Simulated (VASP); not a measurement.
# SrB (Fm-3m) in VASP: a series of runs, part 2 of 2

VASP 6.6.1. The steps go on from the part before.

## (5) Single point, PBEsol (volume scaled by 1.020)

Input file INCAR:

```
SYSTEM = SrB
PREC = Accurate
ENCUT = 520
EDIFF = 1E-7
ISMEAR = 0
SIGMA = 0.05
LREAL = .False.
LASPH = .True.
NELM = 100
ALGO = Normal
ISIF = 2
LWAVE = .False.
LCHARG = .True.
GGA = PS
LELF = .True.
LVHAR = .True.
NBANDS = 14
```

Input file KPOINTS:

```
Automatic mesh
0
Gamma
  10 10 10
  0 0 0
```

Input file POSCAR:

```
SrB
1.0
    0.0000000000      2.9603921509      2.9603921509
    2.9603921509      0.0000000000      2.9603921509
    2.9603921509      2.9603921509      0.0000000000
Sr B
1 1
Direct
    0.5000000000      0.5000000000      0.5000000000
    0.0000000000      0.0000000000      0.0000000000
```

Potentials or basis: VASP PAW PBE potentials, release 64 (Sr_sv, B).

Launch:

```bash
cat potpaw_PBE.64/Sr_sv/POTCAR potpaw_PBE.64/B/POTCAR > POTCAR
mpirun -np 1 vasp_std > vasp.out
```

OUTCAR:

```text
SYSTEM = SrB
   PREC = Accurate
   ENCUT = 520
   EDIFF = 1E-7
   ISMEAR = 0
   LREAL = .False.
   LASPH = .True.
   NELM = 100
   ISIF = 2
   GGA = PS

 ion  position               nearest neighbor table
   1  0.500  0.500  0.500-   2 2.96   2 2.96   2 2.96   2 2.96   2 2.96   2 2.96
   2  0.000  0.000  0.000-   1 2.96   1 2.96   1 2.96   1 2.96   1 2.96   1 2.96

  LATTYP: Found a face centered cubic cell.
 ALAT       =     5.9207843018

  Lattice vectors:

 A1 = (   0.0000000000,   2.9603921509,   2.9603921509)
 A2 = (   2.9603921509,   0.0000000000,   2.9603921509)
 A3 = (   2.9603921509,   2.9603921509,   0.0000000000)

Analysis of symmetry for initial positions (statically):
=====================================================================
 Subroutine PRICEL returns:
 Original cell was already a primitive cell.

 Routine SETGRP: Setting up the symmetry group for a
 face centered cubic supercell.

 Subroutine GETGRP returns: Found 48 space group operations
 (whereof 48 operations were pure point group operations)
 out of a pool of 48 trial point group operations.

The static configuration has the point symmetry O_h .

Analysis of symmetry for dynamics (positions and initial velocities):
=====================================================================
 Subroutine PRICEL returns:
 Original cell was already a primitive cell.

 Routine SETGRP: Setting up the symmetry group for a
 face centered cubic supercell.

 Subroutine GETGRP returns: Found 48 space group operations
 (whereof 48 operations were pure point group operations)
 out of a pool of 48 trial point group operations.

The dynamic configuration has the point symmetry O_h .

 Subroutine INISYM returns: Found 48 space group operations
 (whereof 48 operations are pure point group operations),
 and found     1 'primitive' translations

----------------------------------------------------------------------------------------

[... 116 lines left out ...]
   LORBIT       =      0    0 simple, 1 ext, 2 COOP (PROOUT), +10 PAW based schemes
   GGA     = PS    functional components
   LHFCALC =     F    Hartree Fock is set to
   AEXX    =    0.0000 exact exchange contribution
   IVDW    =     0    specifies the selected vdW correction
   LEPSILON=     F    determine dielectric tensor
   LRPA    =     F    only Hartree local field effects (RPA)
 non-spin polarized calculation
 Gauss-broadening in eV      SIGMA  =   0.05
  energy-cutoff  :      520.00
  volume of cell :       51.89
 maximum number of plane-waves:      1411
   NGX = 15   NGY = 15   NGZ = 15

 number of electron      13.0000000 magnetization

 Free energy of the ion-electron system (eV)
  ---------------------------------------------------
  ext. energy  EPLUGINS =         0.00000000
  ---------------------------------------------------
  free energy    TOTEN  =        -6.40662138 eV

  energy without entropy =       -6.40120823  energy(sigma->0) =       -6.40391481

 E-fermi :   1.6421     XC(G=0):  -8.8636

 val. band max:        1.6383198650   @ k =  -0.3000   0.4000   0.2000
 cond. band min:       1.6545022678   @ k =   0.5000   0.3000   0.1000
 fundamental gap:      0.0161824028
 Fermi energy:         1.6420773655

 k-point     1 :       0.0000    0.0000    0.0000
  band No.  band energies     occupation
      1     -32.8460      2.00000
      2     -14.8056      2.00000
      3     -14.8056      2.00000
      4     -14.8056      2.00000
      5      -5.0059      2.00000
      6       3.3555      0.00000
      7       3.3555      0.00000
      8       3.3555      0.00000
      9       5.1823      0.00000
     10       5.1823      0.00000
     11       5.1823      0.00000
     12       6.4965      0.00000
     13       6.4965      0.00000
     14       6.7400      0.00000
[... 377 lines left out ...]
      1     -32.8227      2.00000
      2     -15.0383      2.00000
      3     -14.8977      2.00000
      4     -14.8879      2.00000
      5      -3.8251      2.00000
      6       0.6871      2.00000
      7       2.1687      0.00000
      8       2.4784      0.00000
      9       3.7917      0.00000
     10       7.6777      0.00000
     11       8.1970      0.00000
     12       8.3221      0.00000
     13       8.3602      0.00000
     14      10.3312      0.00000

 [... further k-points ...]
[... 5 lines left out ...]
  --------------------------------------------------------------------------------------
  -------------------------------------------------------------------------------------
  Total       -0.2182739     -0.2182739     -0.2182739      0.0000000      0.0000000     -0.0000000
  in kB       -6.7396082     -6.7396082     -6.7396082      0.0000000      0.0000000     -0.0000000
  external PRESSURE =      -6.7396082 kB  Pullay stress =       0.0000000 kB

 VOLUME and BASIS-vectors are now :
 -----------------------------------------------------------------------------
  energy-cutoff  :      520.00
  volume of cell :       51.89
      direct lattice vectors                 reciprocal lattice vectors
     0.000000000  2.960392151  2.960392151    -0.168896543  0.168896543  0.168896543
     2.960392151  0.000000000  2.960392151     0.168896543 -0.168896543  0.168896543
     2.960392151  2.960392151  0.000000000     0.168896543  0.168896543 -0.168896543

 POSITION                                       TOTAL-FORCE (eV/Angst)
 -----------------------------------------------------------------------------------
      2.96039      2.96039      2.96039         0.000000     -0.000000      0.000000
      0.00000      0.00000      0.00000        -0.000000      0.000000     -0.000000
 -----------------------------------------------------------------------------------
    total drift:                               -0.000000     -0.000000      0.000000

  FREE ENERGIE OF THE ION-ELECTRON SYSTEM (eV)
  ---------------------------------------------------
  free  energy   TOTEN  =        -6.4066213838 eV

  energy  without entropy=       -6.4012082306  energy(sigma->0) =       -6.40391481
```

It took 48 s on 1 thread of AMD EPYC 7R13, shared host; peak memory 0.19 GiB.

Results:

* Free energy: -6.4066 eV
* Pressure: -0.7 GPa

Levels at points of the mesh, in eV from the Fermi level:
```tsv
k point	band 3	band 4	band 5	band 6	band 7	band 8	band 9	band 10
(0.00, 0.00, 0.00)	-16.45	-16.45	-6.65	1.71	1.71	1.71	3.54	3.54
(0.50, 0.00, 0.00)	-16.48	-16.48	-4.82	-2.19	-0.04	-0.04	5.24	5.89
(0.50, 0.50, 0.00)	-16.56	-16.56	-5.46	-0.65	0.96	0.96	1.37	6.10
```

Caveat: the PAW data sets were made with another functional, which shifts forces and pressure a little.

## (6) Single point, PBEsol (volume scaled by 1.040)

Input file INCAR:

```
PREC = Accurate ; ENCUT = 520
EDIFF = 1E-6 ; ISMEAR = 0
SIGMA = 0.05 ; LREAL = F
LASPH = T ; NELM = 60
ALGO = Normal ; ISIF = 2
LWAVE = F ; LCHARG = F
GGA = PS ; NBANDS = 14
```

Input file KPOINTS:

```
regular mesh
0
Gamma
  10 10 10
```

Input file POSCAR:

```
SrB
1.0
    0.0000000000      2.9796160152      2.9796160152
    2.9796160152      0.0000000000      2.9796160152
    2.9796160152      2.9796160152      0.0000000000
Sr B
1 1
Direct
    0.5000000000      0.5000000000      0.5000000000
    0.0000000000      0.0000000000      0.0000000000
```

Potentials or basis: VASP PAW PBE potentials, release 64 (Sr_sv, B).

Launch:

```bash
cat potpaw_PBE.64/Sr_sv/POTCAR potpaw_PBE.64/B/POTCAR > POTCAR
mpirun -np 1 vasp_std > vasp.out
```

It took 44 s on 1 thread of AMD EPYC 7R13, shared host; peak memory 0.19 GiB.

Results (log left out):

* Free energy: -6.4003 eV
* Pressure: -1.3 GPa

Levels at points of the mesh, in eV from the Fermi level:
| k point | band 4 | band 5 | band 6 | band 7 | band 8 | band 9 |
| --- | --- | --- | --- | --- | --- | --- |
| (0.00, 0.00, 0.00) | -16.51 | -6.61 | 1.68 | 1.68 | 1.68 | 3.52 |
| (0.50, 0.00, 0.00) | -16.54 | -4.84 | -2.17 | -0.03 | -0.03 | 5.15 |
| (0.50, 0.50, 0.00) | -16.61 | -5.44 | -0.67 | 0.93 | 0.93 | 1.39 |

Caveat: the PAW data sets were made with another functional, which shifts forces and pressure a little.

## (7) Overview

```csv
cell,gap on the mesh (eV),pressure (GPa)
"a = 4.111 Å, angles 60.0°, 2 atoms",none,1.5
"a = 4.103 Å, angles 60.0°, 2 atoms",none,1.8
"a = 4.131 Å, angles 60.0°, 2 atoms",none,0.9
"a = 4.187 Å, angles 60.0°, 2 atoms",none,-0.7
"a = 4.214 Å, angles 60.0°, 2 atoms",none,-1.3
```

Alike in all rows: task single point; level PBEsol; potentials or basis VASP PAW PBE potentials, release 64 (Sr_sv, B); no spin polarisation; k mesh 10 × 10 × 10; cutoff (eV) 520; smearing gaussian 0.05 eV.

Caveats: the PAW data sets were made with another functional, which shifts forces and pressure a little.

Total energies depend on the potentials used, so only differences within one code and one set of settings carry meaning.
